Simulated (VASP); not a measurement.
A run of VASP 6.6.1 is set up as follows.

Contents of INCAR:

```
PREC = Accurate ; ENCUT = 520
EDIFF = 1E-7 ; ISMEAR = 0
SIGMA = 0.05 ; LREAL = F
LASPH = T ; NELM = 60
ALGO = Normal ; ISIF = 2
LWAVE = F ; LCHARG = F
GGA = CA ; NBANDS = 26
```

Contents of KPOINTS:

```
regular mesh
0
Gamma
  12 12 12
```

The input POSCAR:

```
GaP
1.0
    1.7803077202      1.0278611415      7.6599850156
   -1.7803077202      1.0278611415      7.6599850156
    0.0000000000     -2.0557222830      7.6599850156
Ga P
2 2
Direct
    0.4353720000      0.4353720000      0.4353720000
    0.5646280000      0.5646280000      0.5646280000
    0.0573890000      0.0573890000      0.0573890000
    0.9426110000      0.9426110000      0.9426110000
```

Potentials or basis: VASP PAW LDA potentials, release 64 (Ga_d, P).

Launch:

```console
$ cat potpaw_LDA.64/Ga_d/POTCAR potpaw_LDA.64/P/POTCAR > POTCAR
$ mpirun -np 1 vasp_std > vasp.out
```

**Question.** Estimate the largest force.

**Answer.** 0.556 eV/Å.

**Question.** Predict the band gap on the k mesh.

**Answer.** Zero (bands 18 and 19 overlap by 1.10 eV).

**Question.** What does it give for the pressure?

**Answer.** 0.2 GPa.

Stress tensor (GPa, compression positive):
```
  8.94   0.00   0.00
  0.00   8.94   0.00
  0.00   0.00 -17.16
```

Caveat: the stress differs along the axes, from -17 to 9 GPa.
